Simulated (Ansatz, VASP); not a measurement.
## One calculation of CaC, two programs

```xyz
4
Lattice="3.6124 0.0000 0.0000 -1.8062 3.1284 0.0000 0.0000 0.0000 6.0191" Properties=species:S:1:pos:R:3 pbc="T T T"
Ca    0.0000    2.0856    3.6994
Ca    1.8062    1.0428    2.3197
C     0.0000    0.0000    4.8307
C     0.0000    0.0000    1.1884
```

Alike in both runs: task single point; functional PBE; k mesh 6 × 6 × 4; occupations gaussian, width 0.1 eV; collinear spin.

|  | VASP | Ansatz |
| --- | --- | --- |
| version | VASP 6.6.1 | Ansatz 0.2.0 |
| potentials or method | VASP PAW PBE potentials, release 64 (Ca_sv, C), cutoff 520 eV | scalar-relativistic, plane waves, PAW |
| valence electrons in the cell | 28 | 28 |

|  | VASP | Ansatz | Ansatz less VASP |
| --- | --- | --- | --- |
| gap on the k mesh at the Fermi level (eV) | none | none | - |
| pressure (GPa) | 9.5 | 9.0 | -0.54 |
| traceless stress, the component that is largest in VASP (GPa) | -24.78 | -24.66 | +0.124 |
| rms of the force components (eV/Å) | 1.541 | 1.517 | -0.0239 |
| net moment per atom (μB) | 0.60 | 0.60 | 0.000 |
| size of the moment on the site where the two differ most (μB) | 0.53 | 0.78 | +0.253 |

Site moments also hang on the region over which each program counts them. Atom by atom the forces differ by 0.026 eV/Å (rms over components). A gap of «none» marks a metal or a gap that the smearing closes.
